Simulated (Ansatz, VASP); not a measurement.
# WS2: VASP beside Ansatz

INCAR

```
SYSTEM = WS2
  PREC = Accurate
  ENCUT = 520
  EDIFF = 1E-6
  ISMEAR = 0
  SIGMA = 0.05
  LREAL = .FALSE.
  LASPH = .TRUE.
  NELM = 100
  ALGO = Normal
  ISIF = 2
  LWAVE = .FALSE.
  LCHARG = .FALSE.
  GGA = PS
  NBANDS = 20
```

KPOINTS

```
regular mesh
0
G
  12 12 12
  0 0 0
```

The input POSCAR:

```
WS2
1.0
    1.5158403689      0.8751708450      6.6563964000
   -1.5158403689      0.8751708450      6.6563964000
    0.0000000000     -1.7503416901      6.6563964000
W S
1 2
Direct
    0.0000000000      0.0000000000      0.0000000000
    0.7503000000      0.7503000000      0.7503000000
    0.5810000000      0.5810000000      0.5810000000
```

Input for Ansatz:

```yaml
crystal:
  lattice:
    - [1.5158403689, 0.875170845, 6.6563964]
    - [-1.5158403689, 0.875170845, 6.6563964]
    - [0.0, -1.7503416901, 6.6563964]
  atoms:
    - { symbol: W, position: [0.0, 0.0, 0.0] }
    - { symbol: S, position: [0.7503, 0.7503, 0.7503] }
    - { symbol: S, position: [0.581, 0.581, 0.581] }
basis:
  ecutwfc: 420
kpoints:
  mp_grid: { grid: [12, 12, 12] }
hamiltonian:
  xc: pbesol
scf:
  occupations: { method: gaussian, width: 0.05 }
output:
  forces: true
  stress: true
  eigenvalues: true
```

Change from the starting cell: strain -0.040 along x and y, +0.080 along z, atoms carried along.

Alike in both runs: task single point; functional PBEsol; k mesh 12 × 12 × 12; occupations gaussian, width 0.05 eV; no spin polarisation.

|  | VASP | Ansatz |
| --- | --- | --- |
| version | VASP 6.6.1 | Ansatz 0.2.0 |
| potentials or method | VASP PAW PBE potentials, release 64 (W_sv, S), cutoff 520 eV | scalar-relativistic, plane waves, PAW |
| valence electrons in the cell | 26 | 26 |

Ansatz gave:

```
gap on the k mesh at the Fermi level (eV)                     : 1.12
least direct gap on the mesh (eV)                             : 1.95
pressure (GPa)                                                : -0.7
traceless stress, the component that is largest in VASP (GPa) : -14.57
rms of the force components (eV/Å)                            : 0.736
```

**Question.** Estimate VASP's values.

**Answer.** gap on the k mesh at the Fermi level (eV): 1.12; least direct gap on the mesh (eV): 1.95; pressure (GPa): -0.5; traceless stress, the component that is largest in VASP (GPa): -14.58; rms of the force components (eV/Å): 0.728.

VASP's potentials were made for PBE, not for PBEsol. Atom by atom the forces differ by 0.009 eV/Å (rms over components).

Spin-orbit coupling is off throughout.
